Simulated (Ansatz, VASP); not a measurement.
Ag: VASP beside Ansatz

File INCAR:

```
SYSTEM = Ag
PREC     = Accurate       ! precision mode
ENCUT    = 600            ! plane-wave cutoff, eV
EDIFF    = 1E-6           ! SCF threshold, eV
ISMEAR   = -1             ! smearing method
SIGMA    = 0.1            ! smearing width, eV
LREAL    = .False.        ! projectors in reciprocal space
LASPH    = .True.         ! aspherical terms in the spheres
NELM     = 80             ! most SCF steps
ALGO     = Normal         ! electronic algorithm
ISIF     = 3              ! what is computed and relaxed
LWAVE    = .False.        ! write WAVECAR
LCHARG   = .False.        ! write CHGCAR
GGA      = RE             ! functional
IVDW     = 12             ! dispersion correction
IBRION   = 2              ! ionic algorithm
NSW      = 80             ! ionic steps
EDIFFG   = -0.005         ! ionic threshold
```

The input KPOINTS:

```
Automatic mesh
0
Gamma
  13 13 13
  0 0 0
```

POSCAR

```
Ag
1.0
    0.0000000000      2.0427500000      2.0427500000
    2.0427500000      0.0000000000      2.0427500000
    2.0427500000      2.0427500000      0.0000000000
Ag
1
Direct
    0.0000000000      0.0000000000      0.0000000000
```

Input for Ansatz:

```yaml
crystal:
  lattice:
    - [0.0, 2.04275, 2.04275]
    - [2.04275, 0.0, 2.04275]
    - [2.04275, 2.04275, 0.0]
  atoms:
    - { symbol: Ag, position: [0.0, 0.0, 0.0] }
kpoints:
  mp_grid:
    grid: [13, 13, 13]
hamiltonian:
  xc: revpbe
  dispersion: d3bj
scf:
  occupations:
    method: fermi_dirac
    width: 0.1
relax:
  f_tol: 0.005
  cell: {}
```

Alike in both runs: task relaxation of cell and atoms; functional revPBE; dispersion D3(BJ); k mesh 13 × 13 × 13; occupations fermi-dirac, width 0.1 eV; no spin polarisation.

|  | VASP | Ansatz |
| --- | --- | --- |
| version | VASP 6.6.1 | Ansatz 0.2.0 |
| potentials or method | VASP PAW PBE potentials, release 64 (Ag) | plane waves, PAW |
| plane-wave cutoff (eV) | 600 | 420 |
| valence electrons in the cell | 11 | 19 |

Ansatz gave:

```
relaxed volume (Å³/atom)                                     : 16.51
relaxed cell length with the largest relative difference (Å) : 2.858
```

**Question.** What did VASP give for the same quantities?

**Answer.** Relaxed volume (Å³/atom): 16.49; relaxed cell length with the largest relative difference (Å): 2.857.

VASP's potentials were made for PBE, not for revPBE. VASP's potentials hold 11 valence electrons a cell and Ansatz's 19, so a difference there can come from the potentials and not from the codes.
